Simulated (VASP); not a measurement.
Write the native input for VASP 6.6.1 that does the following.

```
Task                   : relaxation of shape and atoms at fixed volume
Functional             : r2SCAN
Potentials or basis    : VASP PAW PBE potentials, release 64 (Mg, Sb)
Cutoff                 : 660 eV
k mesh                 : 6 × 6 × 4
Occupations            : gaussian, width 0.02 eV
Spin                   : no spin polarisation
Dipole correction      : no
Further INCAR settings : ALGO = Normal; EDIFF = 1e-07; IBRION = 2; EDIFFG = -0.01; NSW = 50; ISIF = 4
```

Mg3Sb2:

```
CELL_PARAMETERS angstrom
4.65582 0.00000 0.00000
-2.32791 4.03206 0.00000
0.00000 0.00000 7.39180
ATOMIC_POSITIONS crystal
Mg 0.33333 0.66667 0.63385
Mg 0.66667 0.33333 0.36615
Mg 0.00000 0.00000 0.00000
Sb 0.33333 0.66667 0.23035
Sb 0.66667 0.33333 0.76965
```

The input as run:

POSCAR

```
Mg3Sb2
1.0
    4.6558171126      0.0000000000      0.0000000000
   -2.3279085563      4.0320558948      0.0000000000
    0.0000000000      0.0000000000      7.3917953845
Mg Sb
3 2
Direct
    0.3333333333      0.6666666667      0.6338483616
    0.6666666667      0.3333333333      0.3661516384
    0.0000000000      0.0000000000      0.0000000000
    0.3333333333      0.6666666667      0.2303533121
    0.6666666667      0.3333333333      0.7696466879
```

INCAR.step1

```
PREC = Accurate ; ENCUT = 660
ISMEAR = 0 ; SIGMA = 0.02
LREAL = F ; LASPH = T
NELM = 120 ; GGA = PE
ALGO = Normal ; EDIFF = 1E-5
LWAVE = T ; LCHARG = F
GGA_COMPAT = F ; IBRION = 2
ISIF = 3 ; EDIFFG = -0.005
NELMIN = 4 ; NSW = 100
```

INCAR.step2

```
PREC = Accurate ; ENCUT = 660
EDIFF = 1E-7 ; ISMEAR = 0
SIGMA = 0.02 ; LREAL = F
LASPH = T ; NELM = 120
ALGO = Normal ; ISIF = 4
LWAVE = F ; LCHARG = F
METAGGA = R2SCAN ; LMIXTAU = T
IBRION = 2 ; NSW = 50
EDIFFG = -0.01 ; ISTART = 1
GGA_COMPAT = F ; NELMIN = 4
```

KPOINTS

```
regular mesh
0
Gamma
  6 6 4
```

Potentials or basis: VASP PAW PBE potentials, release 64 (Mg, Sb).

Launch:

```sh
$ cat potpaw_PBE.64/Mg/POTCAR potpaw_PBE.64/Sb/POTCAR > POTCAR
$ cp INCAR.step1 INCAR
$ mpirun -np 1 vasp_std > vasp.out
$ cp INCAR.step2 INCAR
$ mpirun -np 1 vasp_std > vasp.out
```

It gave:

```
Energy gained by relaxing    : 0.1 meV/atom
Ionic steps                  : 3
Pressure after relaxing      : -2.4 GPa
Largest force after relaxing : 0.007 eV/Å
Band gap on the k mesh       : 0.64 eV (least direct gap 1.51 eV)
```

Caveat: semilocal functionals underestimate gaps, and a narrow one can read as zero; the PAW data sets were made with another functional, which shifts forces and pressure a little; spin-orbit coupling is left out, which moves the levels of the heavy elements.

Wall time 18 min on 1 thread of Oxide Virtual Turin-like Processor, with other jobs on the host, peak memory 0.35 GiB.
